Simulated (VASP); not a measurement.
Here is a VASP 6.6.1 calculation.

INCAR

```
PREC = Accurate ; ENCUT = 520
EDIFF = 1E-6 ; ISMEAR = 0
SIGMA = 0.1 ; LREAL = False
LASPH = True ; NELM = 100
ALGO = Fast ; ISIF = 2
LWAVE = False ; LCHARG = False
GGA = PE ; NBANDS = 31
```

The input KPOINTS:

```
Automatic mesh
0
Gamma
  8 8 8
```

File POSCAR:

```
Li4Os
1.0
    7.2149363324      0.0000000000      0.0000000000
    0.0000000000      7.2149363324      0.0000000000
    0.0000000000      0.0000000000      2.5092612844
Li Os
8 2
Direct
    0.6546555351      0.8453444649      0.2955711715
    0.8453444649      0.3453444649      0.2955711715
    0.1546555351      0.3453444649      0.7044288285
    0.8453444649      0.6546555351      0.7044288285
    0.6546555351      0.1546555351      0.7044288285
    0.3453444649      0.8453444649      0.7044288285
    0.3453444649      0.1546555351      0.2955711715
    0.1546555351      0.6546555351      0.2955711715
    0.5000000000      0.5000000000      0.0000000000
    0.0000000000      0.0000000000      0.0000000000
```

Potentials or basis: VASP PAW PBE potentials, release 64 (Li_sv, Os).

Command:

```console
$ cat potpaw_PBE.64/Li_sv/POTCAR potpaw_PBE.64/Os/POTCAR > POTCAR
$ mpirun -np 1 vasp_std > vasp.out
```

(1) Predict the band gap on the k mesh.

(2) What does it give for the largest force?

Answers

(1) zero (bands 20 and 21 overlap by 2.15 eV).

(2) 0.003 eV/Å.

Caveat: spin-orbit coupling is left out, which moves the levels of the heavy elements.
